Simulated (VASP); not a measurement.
A run of VASP 6.6.1 is set up as follows.

INCAR

```
ALGO     = Normal         # electronic algorithm
EDIFF    = 1E-7           # SCF threshold, eV
ENCUT    = 520            # plane-wave cutoff, eV
GGA      = PE             # functional
ISIF     = 2              # what is computed and relaxed
ISMEAR   = 0              # smearing method
LASPH    = T              # aspherical terms in the spheres
LCHARG   = F              # write CHGCAR
LREAL    = F              # projectors in reciprocal space
LWAVE    = F              # write WAVECAR
NBANDS   = 12             # bands
NELM     = 80             # most SCF steps
PREC     = Accurate       # precision mode
SIGMA    = 0.1            # smearing width, eV
```

The input KPOINTS:

```
k-points
0
Gamma
  8 8 8
```

Contents of POSCAR:

```
Au
1.0
    2.3942578116     -1.5152879954     -0.0770830392
    2.3942578116      1.5152879954     -0.0770830392
   -1.6472496061      0.0000000000      2.5471634544
Au
1
Direct
    0.0000000000      0.0000000000      0.0000000000
```

Potentials or basis: VASP PAW PBE potentials, release 64 (Au).

Launch:

```console
$ cat potpaw_PBE.64/Au/POTCAR > POTCAR
$ mpirun -np 1 vasp_std > vasp.out
```

Task: What does it give for the pressure?

Result: -0.2 GPa.

Task: What does it give for the band gap on the k mesh?

Result: Zero (an odd number of electrons rules out a gap without spin polarisation).

Caveat: spin-orbit coupling is left out, which moves the levels of the heavy elements.
